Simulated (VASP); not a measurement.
AgBr:

```
Ag Br
1.0
     0.00000    2.73631    2.73631
     2.73631    0.00000    2.73631
     2.73631    2.73631    0.00000
Ag Br
1 1
Direct
  0.00000 0.00000 0.00000
  0.50000 0.50000 0.50000
```

| Quantity | Value |
| --- | --- |
| Program | VASP 6.6.1 |
| Task | relaxation of cell and atoms |
| Functional | PBE |
| Potentials or basis | VASP PAW PBE potentials, release 64 (Ag, Br) |
| Cutoff | 500 eV |
| k mesh | 8 × 8 × 8 |
| Occupations | fermi-dirac, width 0.02 eV |
| Spin | no spin polarisation |

At the start: pressure 12.7 GPa; volume 20.49 Å³/atom.

**Question.** How do energy, volume and symmetry change on relaxing?

**Answer.** Over 5 steps the energy falls by 142.2 meV/atom and the volume is 24.87 Å³/atom (+21.4 %); space group Fm-3m (No. 225, to 0.05 Å).

Step by step:
```csv
step,energy change (eV),largest force (eV/Å),pressure (GPa),volume (Å³)
1,0.0000,0.0000,12.72,40.98
2,-0.2779,0.0000,-1.20,51.40
3,-0.2843,0.0000,0.11,49.59
4,-0.2844,0.0000,-0.04,49.78
5,-0.2844,0.0000,0.00,49.74
```

Final structure:
```
CELL_PARAMETERS angstrom
0.00000 2.91888 2.91888
2.91888 0.00000 2.91888
2.91888 2.91888 0.00000
ATOMIC_POSITIONS crystal
Ag 0.00000 0.00000 0.00000
Br 0.50000 0.50000 0.50000
```

Caveat: the volume moved by over 15 % at a fixed basis, so the end points are rough.
